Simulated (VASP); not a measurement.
# AlO6 (Amm2) in VASP: single point with PBE

Aim: the single point of AlO6 with PBE.

Everything below comes from runs of VASP 6.6.1. Logs are shortened: lines on timing, memory, paths and dates and some standing lists are left out, and cuts for length are marked.

**1. The cell of the first run**

The typed cell holds 7 atoms: a = 7.609 Å, b = 3.634 Å, c = 3.634 Å, α = 90.00°, β = 90.00°, γ = 90.00°.

**2. Single point, PBE**

File INCAR:

```
SYSTEM = AlO6
PREC     = Accurate       ! precision mode
ENCUT    = 520            ! plane-wave cutoff, eV
EDIFF    = 1E-7           ! SCF threshold, eV
ISMEAR   = 0              ! smearing method
SIGMA    = 0.2            ! smearing width, eV
LREAL    = .False.        ! projectors in reciprocal space
LASPH    = .True.         ! aspherical terms in the spheres
NELM     = 80             ! most SCF steps
ALGO     = Normal         ! electronic algorithm
ISIF     = 2              ! what is computed and relaxed
LWAVE    = .False.        ! write WAVECAR
LCHARG   = .False.        ! write CHGCAR
GGA      = PE             ! functional
NBANDS   = 28             ! bands
```

File KPOINTS:

```
regular mesh
0
Gamma
  3 4 4
  0 0 0
```

File POSCAR:

```
AlO6
1.0
    7.6088625884      0.0000000000      0.0000000000
    0.0000000000      2.5699662735      2.5699877319
    0.0000000000     -2.5699662735      2.5699877319
Al O
1 6
Direct
    0.0000000000      0.2752115862      0.2752115862
    0.4195989908      0.7753170111      0.7753170111
    0.5804010092      0.7753170111      0.7753170111
    0.9033525091      0.2752754427      0.7752432231
    0.0966474909      0.7752432231      0.2752754427
    0.9033525091      0.7752432231      0.2752754427
    0.0966474909      0.2752754427      0.7752432231
```

Potentials or basis: VASP PAW PBE potentials, release 64 (Al, O).

On the command line:

```bash
> cat potpaw_PBE.64/Al/POTCAR potpaw_PBE.64/O/POTCAR > POTCAR
> mpirun -np 1 vasp_std > vasp.out
```

OUTCAR:

```text
SYSTEM = AlO6
   PREC = Accurate
   ENCUT = 520
   EDIFF = 1E-7
   ISMEAR = 0
   LREAL = .False.
   LASPH = .True.
   NELM = 80
   ISIF = 2
   GGA = PE

 ion  position               nearest neighbor table
   1  0.000  0.275  0.275-   4 1.96   5 1.96   6 1.96   7 1.96   5 1.96   6 1.96   4 1.96   7 1.96

   2  0.420  0.775  0.775-   3 1.22
   3  0.580  0.775  0.775-   2 1.22
   4  0.903  0.275  0.775-   7 1.47   1 1.96   1 1.96
   5  0.097  0.775  0.275-   6 1.47   1 1.96   1 1.96
   6  0.903  0.775  0.275-   5 1.47   1 1.96   1 1.96
   7  0.097  0.275  0.775-   4 1.47   1 1.96   1 1.96

  LATTYP: Found a simple tetragonal cell.
 ALAT       =     3.6344963322
 C/A-ratio  =     2.0935122484

  Lattice vectors:

 A1 = (   0.0000000000,   2.5699662735,   2.5699877319)
 A2 = (   0.0000000000,  -2.5699662735,   2.5699877319)
 A3 = (   7.6088625884,   0.0000000000,   0.0000000000)

Analysis of symmetry for initial positions (statically):
=====================================================================
 Subroutine PRICEL returns:
 Original cell was already a primitive cell.

 Routine SETGRP: Setting up the symmetry group for a
 simple tetragonal supercell.

 Subroutine GETGRP returns: Found  4 space group operations
 (whereof  4 operations were pure point group operations)
 out of a pool of 16 trial point group operations.

The static configuration has the point symmetry C_2v.

Analysis of symmetry for dynamics (positions and initial velocities):
=====================================================================
 Subroutine PRICEL returns:
 Original cell was already a primitive cell.

 Routine SETGRP: Setting up the symmetry group for a
 simple tetragonal supercell.

 Subroutine GETGRP returns: Found  4 space group operations
 (whereof  4 operations were pure point group operations)
 out of a pool of 16 trial point group operations.

The dynamic configuration has the point symmetry C_2v.

 Subroutine INISYM returns: Found  4 space group operations
 (whereof  4 operations are pure point group operations),
 and found     1 'primitive' translations

----------------------------------------------------------------------------------------

                                     Primitive cell

  volume of cell :     100.5098

  direct lattice vectors                    reciprocal lattice vectors
     7.608862588  0.000000000  0.000000000     0.131425688  0.000000000  0.000000000
     0.000000000  2.569966273  2.569987732     0.000000000  0.194555082  0.194553458
     0.000000000 -2.569966273  2.569987732     0.000000000 -0.194555082  0.194553458

  length of vectors
     7.608862588  3.634496332  3.634496332     0.131425688  0.275141287  0.275141287

  position of ions in fractional coordinates (direct lattice)
     0.000000000  0.275211586  0.275211586
     0.419598991  0.775317011  0.775317011
     0.580401009  0.775317011  0.775317011
     0.903352509  0.275275443  0.775243223
     0.096647491  0.775243223  0.275275443
     0.903352509  0.775243223  0.275275443
     0.096647491  0.275275443  0.775243223

  ion indices of the primitive-cell ions
   primitive index   ion index
                 1           1
                 2           2
                 3           3
                 4           4
                 5           5
                 6           6
                 7           7

----------------------------------------------------------------------------------------

 KPOINTS: regular mesh

Automatic generation of k-mesh.
 Grid dimensions read from file:
 generate k-points for:    3    4    4

 Generating k-lattice:

  Cartesian coordinates                     Fractional coordinates (reciprocal lattice)
     0.043808563  0.000000000  0.000000000     0.333333333  0.000000000  0.000000000
     0.000000000  0.048638771  0.048638364     0.000000000  0.250000000  0.000000000
     0.000000000 -0.048638771  0.048638364     0.000000000  0.000000000  0.250000000

  Length of vectors
     0.043808563  0.068785322  0.068785322

  Shift w.r.t. Gamma in fractional coordinates (k-lattice)
     0.000000000  0.000000000  0.000000000

 Subroutine IBZKPT returns following result:
 ===========================================

 Found     14 irreducible k-points:

 Following reciprocal coordinates:
            Coordinates               Weight
  0.000000  0.000000  0.000000      1.000000
  0.333333  0.000000  0.000000      2.000000
  0.000000  0.250000  0.000000      4.000000
  0.333333  0.250000  0.000000      8.000000
  0.000000  0.500000  0.000000      2.000000
  0.333333  0.500000  0.000000      4.000000
  0.000000  0.250000  0.250000      2.000000
  0.000000 -0.250000  0.250000      2.000000
  0.333333  0.250000  0.250000      4.000000
  0.333333 -0.250000  0.250000      4.000000
  0.000000  0.500000  0.250000      4.000000
  0.333333  0.500000  0.250000      8.000000
  0.000000  0.500000  0.500000      1.000000
  0.333333  0.500000  0.500000      2.000000
   k-points           NKPTS =     14   k-points in BZ     NKDIM =     14   number of bands    NBANDS=     28
   number of dos      NEDOS =    301   number of ions     NIONS =      7
   total plane-waves  NPLWV =  47040
   dimension x,y,z NGX =    60 NGY =   28 NGZ =   28
   dimension x,y,z NGXF=   120 NGYF=   56 NGZF=   56
   ions per type =               1   6
   NGX,Y,Z   is equivalent  to a cutoff of  13.11, 12.81, 12.81 a.u.
   NGXF,Y,Z  is equivalent  to a cutoff of  26.22, 25.62, 25.62 a.u.
 SYSTEM =  AlO6
   PREC   = accura    normal or accurate (medium, high low for compatibility)
   ISTART =      0    job   : 0-new  1-cont  2-samecut
   ICHARG =      2    charge: 1-file 2-atom 10-const
   ISPIN  =      1    spin polarized calculation?
   LNONCOLLINEAR =      F non collinear calculations
   LSORBIT =      F    spin-orbit coupling
   LASPH  =      T    aspherical Exc in radial PAW
   ENCUT  =  520.0 eV  38.22 Ry    6.18 a.u.  14.15  6.76  6.76*2*pi/ulx,y,z
   NELM   =     80;   NELMIN=  2; NELMDL= -5     # of ELM steps
   EDIFF  = 0.1E-06   stopping-criterion for ELM
   LREAL  =      F    real-space projection
   EDIFFG = 0.1E-05   stopping-criterion for IOM
   NSW    =      0    number of steps for IOM
   IBRION =     -1    ionic relax: 0-MD 1-quasi-New 2-CG
   NFREE  =      0    steps in history (QN), initial steepest desc. (CG)
   ISIF   =      2    stress and relaxation
   ISYM   =      2    0-nonsym 1-usesym 2-fastsym
   POTIM  = 0.5000    time-step for ionic-motion
   TEBEG  =    0.0;   TEEND  =   0.0 temperature during run
   PSTRESS=    0.0 pullay stress
   NELECT =      39.0000    total number of electrons
   NUPDOWN=      -1.0000    fix difference up-down
   EMIN   =  10.00;   EMAX   =-10.00  energy-range for DOS
   EFERMI =   0.00;   METHOD = LEGACY
   ISMEAR =     0;   SIGMA  =   0.20  broadening in eV -4-tet -1-fermi 0-gaus
   EFERMI_NEDOS =   21; number of points for ismear=-14 and -15
   IALGO  =     38    algorithm
   IMIX   =      4    mixing-type and parameters
     AMIX     =   0.40;   BMIX     =  1.00
     AMIX_MAG =   1.60;   BMIX_MAG =  1.00
  volume/ion in A,a.u.               =      14.36        96.90
  Fermi-wavevector in a.u.,A,eV,Ry     =   1.194062  2.256450 19.398977  1.425785
  Thomas-Fermi vector in A             =   2.330061
   LORBIT       =      0    0 simple, 1 ext, 2 COOP (PROOUT), +10 PAW based schemes
   GGA     = PE    functional components
   LHFCALC =     F    Hartree Fock is set to
   AEXX    =    0.0000 exact exchange contribution
   IVDW    =     0    specifies the selected vdW correction
   LEPSILON=     F    determine dielectric tensor
   LRPA    =     F    only Hartree local field effects (RPA)
 non-spin polarized calculation
 Gauss-broadening in eV      SIGMA  =   0.20
  energy-cutoff  :      520.00
  volume of cell :      100.51
 maximum number of plane-waves:      2740
 NGX is ok and might be reduce to    60
   NGX = 29   NGY = 13   NGZ = 13

 number of electron      38.9999965 magnetization

 Free energy of the ion-electron system (eV)
  ---------------------------------------------------
  ext. energy  EPLUGINS =         0.00000000
  ---------------------------------------------------
  free energy    TOTEN  =       -36.53134628 eV

  energy without entropy =      -36.33666101  energy(sigma->0) =      -36.43400364

 E-fermi :   0.3230     XC(G=0):  -8.1626

 val. band max:        0.3196180474   @ k =   0.3333   0.2500   0.2500
 cond. band min:       0.3337132494   @ k =   0.3333   0.5000   0.2500
 fundamental gap:      0.0140952020
 Fermi energy:         0.3229839178

 k-point     1 :       0.0000    0.0000    0.0000
  band No.  band energies     occupation
      1     -26.0165      2.00000
      2     -23.4058      2.00000
      3     -21.8887      2.00000
      4     -15.9943      2.00000
      5     -14.3874      2.00000
      6     -13.5772      2.00000
[... 20 lines left out ...]
     27       9.7555      0.00000
     28      10.1960      0.00000

 k-point     2 :       0.3333    0.0000    0.0000
  band No.  band energies     occupation
      1     -26.0164      2.00000
      2     -23.4064      2.00000
      3     -21.8888      2.00000
      4     -15.9832      2.00000
      5     -14.3876      2.00000
      6     -13.6037      2.00000
[... 20 lines left out ...]
     27       9.0156      0.00000
     28      10.4068      0.00000

 k-point     3 :       0.0000    0.2500    0.0000
  band No.  band energies     occupation
      1     -26.0076      2.00000
      2     -23.1812      2.00000
      3     -22.1020      2.00000
      4     -15.7739      2.00000
      5     -14.6367      2.00000
      6     -13.5611      2.00000
[... 306 lines left out ...]
      3     -22.5405      2.00000
      4     -15.1418      2.00000
      5     -15.1418      2.00000
      6     -13.5275      2.00000
[... 20 lines left out ...]
     27      10.6550      0.00000
     28      10.6551      0.00000

 k-point    14 :       0.3333    0.5000    0.5000
  band No.  band energies     occupation
      1     -25.9822      2.00000
      2     -22.5405      2.00000
      3     -22.5405      2.00000
      4     -15.1420      2.00000
      5     -15.1420      2.00000
      6     -13.5283      2.00000
[... 20 lines left out ...]
     27      10.7049      0.00000
     28      10.7050      0.00000

------------------------ aborting loop because EDIFF is reached ----------------------------------------

  FORCE on cell =-STRESS in cart. coord.  units (eV):
  Direction    XX          YY          ZZ          XY          YZ          ZX
  --------------------------------------------------------------------------------------
  -------------------------------------------------------------------------------------
  Total        2.4267754     -0.1814201     -0.1818548      0.0000000      0.0000000      0.0000000
  in kB       38.6840512     -2.8919305     -2.8988585      0.0000000      0.0000000      0.0000000
  external PRESSURE =      10.9644207 kB  Pullay stress =       0.0000000 kB

 VOLUME and BASIS-vectors are now :
 -----------------------------------------------------------------------------
  energy-cutoff  :      520.00
  volume of cell :      100.51
      direct lattice vectors                 reciprocal lattice vectors
     7.608862588  0.000000000  0.000000000     0.131425688  0.000000000  0.000000000
     0.000000000  2.569966273  2.569987732     0.000000000  0.194555082  0.194553458
     0.000000000 -2.569966273  2.569987732     0.000000000 -0.194555082  0.194553458

 POSITION                                       TOTAL-FORCE (eV/Angst)
 -----------------------------------------------------------------------------------
      0.00000      0.00000      1.41458        -0.000000      0.000000      0.002063
      3.19267      0.00000      3.98511        -1.126289      0.000000      0.000002
      4.41619      0.00000      3.98511         1.126289      0.000000      0.000002
      6.87349     -1.28490      2.69982        -0.274736     -0.000051     -0.000517
      0.73538      1.28490      2.69982         0.274736      0.000051     -0.000517
      6.87349      1.28490      2.69982        -0.274736      0.000051     -0.000517
      0.73538     -1.28490      2.69982         0.274736     -0.000051     -0.000517
 -----------------------------------------------------------------------------------
    total drift:                               -0.000000     -0.000003     -0.001722

  FREE ENERGIE OF THE ION-ELECTRON SYSTEM (eV)
  ---------------------------------------------------
  free  energy   TOTEN  =       -36.5313462816 eV

  energy  without entropy=      -36.3366610058  energy(sigma->0) =      -36.43400364
```

Wall time 58 s (1 thread of Intel Xeon Platinum 8488C (Sapphire Rapids), shared host); peak memory 0.2 GiB.

What came out:

- Free energy: -36.5313 eV
- Pressure: 1.1 GPa
- Largest force: 1.126 eV/Å

Forces on the atoms (eV/Å):
```
Al   0.000  0.000  0.002
O   -1.126  0.000  0.000
O    1.126  0.000  0.000
O   -0.275  0.000 -0.001
O    0.275  0.000 -0.001
O   -0.275  0.000 -0.001
O    0.275  0.000 -0.001
```

Stress tensor (GPa, compression positive):
```
 3.87  0.00  0.00
 0.00 -0.29  0.00
 0.00  0.00 -0.29
```

Caveat: the k points lie up to 0.43 Å⁻¹ apart; the standard files for N, O and F lose accuracy on very short bonds; an odd number of electrons without spin polarisation forces a metal; a magnetic or distorted state may lie lower.
